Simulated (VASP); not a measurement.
Set up this calculation in VASP 6.6.1, as the native input.

* Task: single point
* Functional: PBE
* Potentials or basis: VASP PAW PBE potentials, release 64 (Ti_sv, Mo_sv)
* Cutoff: 520 eV
* k mesh: 12 × 12 × 12
* Occupations: gaussian, width 0.1 eV
* Spin: no spin polarisation
* Dipole correction: no
* Further INCAR settings: ALGO = Fast; EDIFF = 1e-06; NBANDS = 42

The structure of TiMo4 lies in POSCAR:

```
TiMo4
1.0
    2.2718329962      1.3116433919      4.6719284959
   -2.2718329962      1.3116433919      4.6719284959
    0.0000000000     -2.6232867838      4.6719284959
Ti Mo
1 4
Direct
    0.0000000000      0.0000000000      0.0000000000
    0.2045439442      0.2045439442      0.2045439442
    0.5978807433      0.5978807433      0.5978807433
    0.7954560558      0.7954560558      0.7954560558
    0.4021192567      0.4021192567      0.4021192567
```

This cell differs from its parent crystal: volume scaled by 1.06, then relaxed in part.

These files were run (other wordings do the same):

INCAR

```
SYSTEM = TiMo4
PREC     = Accurate       ! precision mode
ENCUT    = 520            ! plane-wave cutoff, eV
EDIFF    = 1E-6           ! SCF threshold, eV
ISMEAR   = 0              ! smearing method
SIGMA    = 0.1            ! smearing width, eV
LREAL    = .FALSE.        ! projectors in reciprocal space
LASPH    = .TRUE.         ! aspherical terms in the spheres
NELM     = 60             ! most SCF steps
ALGO     = Fast           ! electronic algorithm
ISIF     = 2              ! what is computed and relaxed
LWAVE    = .FALSE.        ! write WAVECAR
LCHARG   = .TRUE.         ! write CHGCAR
GGA      = PE             ! functional
LELF     = .TRUE.         ! ELF
LVHAR    = .TRUE.       
NBANDS   = 42             ! bands
```

KPOINTS

```
Automatic mesh
0
G
  12 12 12
  0 0 0
```

Potentials or basis: VASP PAW PBE potentials, release 64 (Ti_sv, Mo_sv).

Run with:

```console
$ cat potpaw_PBE.64/Ti_sv/POTCAR potpaw_PBE.64/Mo_sv/POTCAR > POTCAR
$ mpirun -np 1 vasp_std > vasp.out
```

It gave:

```
Pressure               : -11.4 GPa
Largest force          : 0.008 eV/Å
Band gap on the k mesh : zero (band 34 reaches 11.39 eV, above the bottom of band 35 at 10.21 eV)
```

Wall time 13 min on 1 thread of Intel(R) Xeon(R) 6975P-C (Granite Rapids), on a shared host, peak memory 0.63 GiB.
